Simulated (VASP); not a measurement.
# MgO in VASP: notebook

Runs on MgO. Level: PBE. Tasks: electric field gradients.

Program: VASP 6.6.1. These are calculated values, not measurements. Logs are shortened: lines on timing, memory, paths and dates and some standing lists are left out, and cuts for length are marked.

**Measured values to compare with.**

“Electronic structure of alkaline earth and post-transition metal oxides”, 2009, arxiv:0908.1581 quotes, for a bulk crystal of MgO: band gap 7.83 eV.

The results are compared with them further down.

**1. The cell of the first run**

Symmetry: Immm, No. 71, orthorhombic system. Conventional cell: a = 2.959 Å, b = 3.080 Å, c = 4.270 Å, α = 90.00°, β = 90.00°, γ = 90.00°. Within 2.8 Å of Mg (site symmetry mmm) lie 6 O at 2.14 Å. Within 2.8 Å of O (site symmetry mmm) lie 6 Mg at 2.14 Å.

**2. Electric field gradients, PBE (xy shear strain of -4 %)**

Input file INCAR:

```
SYSTEM = MgO
PREC     = Accurate       ! precision mode
ENCUT    = 520            ! plane-wave cutoff, eV
EDIFF    = 1E-8           ! SCF threshold, eV
ISMEAR   = -1             ! smearing method
SIGMA    = 0.01           ! smearing width, eV
LREAL    = .FALSE.        ! projectors in reciprocal space
LASPH    = .TRUE.         ! aspherical terms in the spheres
NELM     = 60             ! most SCF steps
ALGO     = Normal         ! electronic algorithm
ISIF     = 2              ! what is computed and relaxed
LWAVE    = .FALSE.        ! write WAVECAR
LCHARG   = .FALSE.        ! write CHGCAR
GGA      = PE             ! functional
LEFG     = .TRUE.       
NBANDS   = 11             ! bands
```

Input file KPOINTS:

```
Automatic mesh
0
G
  11 11 11
  0 0 0
```

Input file POSCAR:

```
MgO
1.0
   -0.0427030000      2.1351500000      2.1351500000
    2.1351500000     -0.0427030000      2.1351500000
    2.0924470000      2.0924470000      0.0000000000
Mg O
1 1
Direct
    0.0000000000      0.0000000000      0.0000000000
    0.5000000000      0.5000000000      0.5000000000
```

Potentials or basis: VASP PAW PBE potentials, release 64 (Mg, O).

Command:

```
> cat potpaw_PBE.64/Mg/POTCAR potpaw_PBE.64/O/POTCAR > POTCAR
> mpirun -np 1 vasp_std > vasp.out
```

OUTCAR:

```text
SYSTEM = MgO
   PREC = Accurate
   ENCUT = 520
   EDIFF = 1E-8
   ISMEAR = -1
   LREAL = .FALSE.
   LASPH = .TRUE.
   NELM = 60
   ISIF = 2
   GGA = PE

 ion  position               nearest neighbor table
   1  0.000  0.000  0.000-   2 2.14   2 2.14   2 2.14   2 2.14   2 2.14   2 2.14
   2  0.500  0.500  0.500-   1 2.14   1 2.14   1 2.14   1 2.14   1 2.14   1 2.14

  LATTYP: Found a body centered orthorhombic cell.
 ALAT       =     2.9591669259
 B/A-ratio  =     1.0408163265
 C/A-ratio  =     1.4430750636

  Lattice vectors:

 A1 = (   0.0427030000,  -2.1351500000,  -2.1351500000)
 A2 = (  -0.0427030000,   2.1351500000,  -2.1351500000)
 A3 = (   2.1351500000,  -0.0427030000,   2.1351500000)

Analysis of symmetry for initial positions (statically):
=====================================================================
 Subroutine PRICEL returns:
 Original cell was already a primitive cell.

 Routine SETGRP: Setting up the symmetry group for a
 body centered orthorhombic supercell.

 Subroutine GETGRP returns: Found  8 space group operations
 (whereof  8 operations were pure point group operations)
 out of a pool of  8 trial point group operations.

The static configuration has the point symmetry D_2h.

Analysis of symmetry for dynamics (positions and initial velocities):
=====================================================================
 Subroutine PRICEL returns:
 Original cell was already a primitive cell.

 Routine SETGRP: Setting up the symmetry group for a
 body centered orthorhombic supercell.

 Subroutine GETGRP returns: Found  8 space group operations
 (whereof  8 operations were pure point group operations)
 out of a pool of  8 trial point group operations.

The dynamic configuration has the point symmetry D_2h.

 Subroutine INISYM returns: Found  8 space group operations
 (whereof  8 operations are pure point group operations),
 and found     1 'primitive' translations

----------------------------------------------------------------------------------------

                                     Primitive cell

  volume of cell :      19.4599

  direct lattice vectors                    reciprocal lattice vectors
    -0.042703000  2.135150000  2.135150000    -0.229583907  0.229583907  0.234175585
     2.135150000 -0.042703000  2.135150000     0.229583907 -0.229583907  0.234175585
     2.092447000  2.092447000  0.000000000     0.238954678  0.238954678 -0.234175585

  length of vectors
     3.019860028  3.019860028  2.959166926     0.400319554  0.400319554  0.411140951

  position of ions in fractional coordinates (direct lattice)
     0.000000000  0.000000000  0.000000000
     0.500000000  0.500000000  0.500000000

  ion indices of the primitive-cell ions
   primitive index   ion index
                 1           1
                 2           2

----------------------------------------------------------------------------------------

 KPOINTS: Automatic mesh

Automatic generation of k-mesh.
 Grid dimensions read from file:
 generate k-points for:   11   11   11

 Generating k-lattice:

  Cartesian coordinates                     Fractional coordinates (reciprocal lattice)
    -0.020871264  0.020871264  0.021288690     0.090909091  0.000000000  0.000000000
     0.020871264 -0.020871264  0.021288690     0.000000000  0.090909091  0.000000000
     0.021723153  0.021723153 -0.021288690    -0.000000000 -0.000000000  0.090909091

  Length of vectors
     0.036392687  0.036392687  0.037376450

  Shift w.r.t. Gamma in fractional coordinates (k-lattice)
     0.000000000  0.000000000  0.000000000

 Subroutine IBZKPT returns following result:
 ===========================================

 Found    216 irreducible k-points:

 Following reciprocal coordinates:
            Coordinates               Weight
  0.000000  0.000000  0.000000      1.000000
  0.090909 -0.000000  0.000000      4.000000
  0.181818  0.000000  0.000000      4.000000
  0.272727  0.000000  0.000000      4.000000
  0.363636  0.000000  0.000000      4.000000
  0.454545  0.000000  0.000000      4.000000
[... 16 lines left out ...]
 -0.272727  0.181818  0.000000      4.000000
 -0.181818  0.181818  0.000000      2.000000
 [... further k-points ...]
   k-points           NKPTS =    216   k-points in BZ     NKDIM =    216   number of bands    NBANDS=     11
   number of dos      NEDOS =    301   number of ions     NIONS =      2
   total plane-waves  NPLWV =  13824
   dimension x,y,z NGX =    24 NGY =   24 NGZ =   24
   dimension x,y,z NGXF=    48 NGYF=   48 NGZF=   48
   ions per type =               1   1
   NGX,Y,Z   is equivalent  to a cutoff of  13.21, 13.21, 13.48 a.u.
   NGXF,Y,Z  is equivalent  to a cutoff of  26.42, 26.42, 26.97 a.u.
 SYSTEM =  MgO
   PREC   = accura    normal or accurate (medium, high low for compatibility)
   ISTART =      0    job   : 0-new  1-cont  2-samecut
   ICHARG =      2    charge: 1-file 2-atom 10-const
   ISPIN  =      1    spin polarized calculation?
   LNONCOLLINEAR =      F non collinear calculations
   LSORBIT =      F    spin-orbit coupling
   LASPH  =      T    aspherical Exc in radial PAW
   ENCUT  =  520.0 eV  38.22 Ry    6.18 a.u.   5.61  5.61  5.50*2*pi/ulx,y,z
   NELM   =     60;   NELMIN=  2; NELMDL= -5     # of ELM steps
   EDIFF  = 0.1E-07   stopping-criterion for ELM
   LREAL  =      F    real-space projection
   EDIFFG = 0.1E-06   stopping-criterion for IOM
   NSW    =      0    number of steps for IOM
   IBRION =     -1    ionic relax: 0-MD 1-quasi-New 2-CG
   NFREE  =      0    steps in history (QN), initial steepest desc. (CG)
   ISIF   =      2    stress and relaxation
   ISYM   =      2    0-nonsym 1-usesym 2-fastsym
   POTIM  = 0.5000    time-step for ionic-motion
   TEBEG  =    0.0;   TEEND  =   0.0 temperature during run
   PSTRESS=    0.0 pullay stress
   NELECT =       8.0000    total number of electrons
   NUPDOWN=      -1.0000    fix difference up-down
   EMIN   =  10.00;   EMAX   =-10.00  energy-range for DOS
   EFERMI =   0.00;   METHOD = LEGACY
   ISMEAR =    -1;   SIGMA  =   0.01  broadening in eV -4-tet -1-fermi 0-gaus
   EFERMI_NEDOS =   21; number of points for ismear=-14 and -15
   IALGO  =     38    algorithm
   IMIX   =      4    mixing-type and parameters
     AMIX     =   0.40;   BMIX     =  1.00
     AMIX_MAG =   1.60;   BMIX_MAG =  1.00
  volume/ion in A,a.u.               =       9.73        65.66
  Fermi-wavevector in a.u.,A,eV,Ry     =   1.217281  2.300328 20.160763  1.481774
  Thomas-Fermi vector in A             =   2.352607
   LORBIT       =      0    0 simple, 1 ext, 2 COOP (PROOUT), +10 PAW based schemes
   GGA     = PE    functional components
   LHFCALC =     F    Hartree Fock is set to
   AEXX    =    0.0000 exact exchange contribution
   IVDW    =     0    specifies the selected vdW correction
   LEPSILON=     F    determine dielectric tensor
   LRPA    =     F    only Hartree local field effects (RPA)
 non-spin polarized calculation
  energy-cutoff  :      520.00
  volume of cell :       19.46
 maximum number of plane-waves:       541
   NGX = 11   NGY = 11   NGZ = 11

 number of electron       8.0000002 magnetization

 Free energy of the ion-electron system (eV)
  ---------------------------------------------------
  ext. energy  EPLUGINS =         0.00000000
  ---------------------------------------------------
  free energy    TOTEN  =       -11.89617470 eV

  energy without entropy =      -11.89617470  energy(sigma->0) =      -11.89617470

 E-fermi :   3.2732     XC(G=0): -10.8878

 val. band max:        3.0416575897   @ k =   0.0000   0.0000   0.0000
 cond. band min:       7.2118373817   @ k =   0.0000   0.0000   0.0000
 fundamental gap:      4.1701797920
 Fermi energy:         3.2731986445

 k-point     1 :       0.0000    0.0000    0.0000
  band No.  band energies     occupation
      1     -14.1679      2.00000
      2       2.7507      2.00000
      3       2.8866      2.00000
      4       3.0417      2.00000
      5       7.2118      0.00000
      6      17.9010      0.00000
      7      18.4787      0.00000
      8      19.0370      0.00000
      9      22.2312      0.00000
     10      23.9997      0.00000
     11      24.0263      0.00000
[... 309 lines left out ...]
 k-point    24 :      -0.1818    0.1818    0.0000
  band No.  band energies     occupation
      1     -13.4771      2.00000
      2       0.0807      2.00000
      3       1.7736      2.00000
      4       2.7012      2.00000
      5      10.5410      0.00000
      6      14.6807      0.00000
      7      18.0037      0.00000
      8      20.8119      0.00000
      9      21.1039      0.00000
     10      23.3906      0.00000
     11      27.0511      0.00000

 [... further k-points ...]
[... 5 lines left out ...]
  --------------------------------------------------------------------------------------
  -------------------------------------------------------------------------------------
  Total       -0.2726260     -0.2726260     -0.3119191      0.6841895      0.0000000      0.0000000
  in kB      -22.4458721    -22.4458721    -25.6809511     56.3307585      0.0000000      0.0000000
  external PRESSURE =     -23.5242317 kB  Pullay stress =       0.0000000 kB

 VOLUME and BASIS-vectors are now :
 -----------------------------------------------------------------------------
  energy-cutoff  :      520.00
  volume of cell :       19.46
      direct lattice vectors                 reciprocal lattice vectors
    -0.042703000  2.135150000  2.135150000    -0.229583907  0.229583907  0.234175585
     2.135150000 -0.042703000  2.135150000     0.229583907 -0.229583907  0.234175585
     2.092447000  2.092447000  0.000000000     0.238954678  0.238954678 -0.234175585

 POSITION                                       TOTAL-FORCE (eV/Angst)
 -----------------------------------------------------------------------------------
      0.00000      0.00000      0.00000         0.000000     -0.000000      0.000000
      2.09245      2.09245      2.13515        -0.000000      0.000000     -0.000000
 -----------------------------------------------------------------------------------
    total drift:                               -0.000000     -0.000000      0.000000

  FREE ENERGIE OF THE ION-ELECTRON SYSTEM (eV)
  ---------------------------------------------------
  free  energy   TOTEN  =       -11.8961747038 eV

  energy  without entropy=      -11.8961747038  energy(sigma->0) =      -11.89617470

 Electric field gradients (V/A^2)
---------------------------------------------------------------------
 ion       V_xx      V_yy      V_zz      V_xy      V_xz      V_yz
---------------------------------------------------------------------
   1       0.021     0.021    -0.042     0.895     0.000     0.000
   2      -0.113    -0.113     0.227    -7.486    -0.001    -0.001
---------------------------------------------------------------------

 Electric field gradients after diagonalization (V/A^2)
 (convention: |V_zz| > |V_xx| > |V_yy|)
----------------------------------------------------------------------
 ion       V_xx      V_yy      V_zz     asymmetry (V_yy - V_xx)/ V_zz
----------------------------------------------------------------------
   1      -0.874    -0.042     0.916       0.908
   2       7.373     0.227    -7.599       0.940
----------------------------------------------------------------------

           NMR quadrupolar parameters

 Cq : quadrupolar parameter    Cq=e*Q*V_zz/h
 eta: asymmetry parameters     (V_yy - V_xx)/ V_zz
 Q  : nuclear electric quadrupole moment in mb (millibarn)
----------------------------------------------------------------------
 ion       Cq(MHz)       eta       Q (mb)
----------------------------------------------------------------------
   1       0.002       0.908       1.000
   2      -0.018       0.940       1.000
----------------------------------------------------------------------
```

Run time: 18 s. Hardware: 1 thread of Intel Xeon 6975P-C (Granite Rapids), shared host; peak memory 0.17 GiB.

Results:

```
Free energy            : -11.8962 eV
Pressure               : -2.4 GPa
Band gap on the k mesh : 4.17 eV, direct
```

Electric field gradients, principal values (V/Å²):
| atom | least | middle | greatest (by size) |
| --- | --- | --- | --- |
| 1 Mg | -0.042 | -0.874 | 0.916 |
| 2 O | 0.227 | 7.373 | -7.599 |

Caveat: the cell differs from its parent crystal (xy shear strain of -4 %); without QUAD_EFG the Cq values of the log hold for a quadrupole moment of 1 mb, not for the nuclei.

(Part 1 of 3 ends here.)
